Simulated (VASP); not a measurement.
Write the native input for VASP 6.6.1 that does the following.

- Task: relaxation of cell and atoms
- Functional: PBEsol
- Potentials or basis: VASP PAW PBE potentials, release 64 (Na_pv, B)
- Cutoff: 600 eV
- k mesh: 9 × 9 × 9
- Occupations: fermi-dirac, width 0.1 eV
- Spin: no spin polarisation
- Dipole correction: no
- Further INCAR settings: ALGO = Normal; EDIFF = 1e-07; IBRION = 2; EDIFFG = -0.01; NSW = 80; ISIF = 3

The structure of NaB lies in POSCAR:

```
NaB
1.0
    0.0000000000      2.6838690000      2.6838690000
    2.6838690000      0.0000000000      2.6838690000
    2.6838690000      2.6838690000      0.0000000000
Na B
1 1
Direct
    0.0000000000      0.0000000000      0.0000000000
    0.5000000000      0.5000000000      0.5000000000
```

The input as run:

INCAR

```
ALGO     = Normal         # electronic algorithm
EDIFF    = 1E-7           # SCF threshold, eV
EDIFFG   = -0.01          # ionic threshold
ENCUT    = 600            # plane-wave cutoff, eV
GGA      = PS             # functional
IBRION   = 2              # ionic algorithm
ISIF     = 3              # what is computed and relaxed
ISMEAR   = -1             # smearing method
LASPH    = True           # aspherical terms in the spheres
LCHARG   = False          # write CHGCAR
LREAL    = False          # projectors in reciprocal space
LWAVE    = False          # write WAVECAR
NELM     = 60             # most SCF steps
NSW      = 80             # ionic steps
PREC     = Accurate       # precision mode
SIGMA    = 0.1            # smearing width, eV
```

KPOINTS

```
k-points
0
Gamma
  9 9 9
```

Potentials or basis: VASP PAW PBE potentials, release 64 (Na_pv, B).

Run with:

```sh
$ cat potpaw_PBE.64/Na_pv/POTCAR potpaw_PBE.64/B/POTCAR > POTCAR
$ mpirun -np 1 vasp_std > vasp.out
```

Results of the run:

The relaxed volume is 18.69 Å³/atom and the relaxed cell is a = 3.753 Å, b = 3.753 Å, c = 3.753 Å, α = 60.00°, β = 60.00°, γ = 60.00°. The space group after relaxing (to 0.1 Å) is Fm-3m (No. 225) and the energy gained by relaxing is 2.0 meV/atom. The ionic steps are 3. The pressure after relaxing is 0.0 GPa and the band gap on the k mesh is zero (bands 5 and 6 overlap by 3.16 eV).

Caveat: the PAW data sets were made with another functional, which shifts forces and pressure a little.

It took 46 s on 1 thread of Intel Xeon 8259CL, with other jobs on the host, peak memory 0.17 GiB.
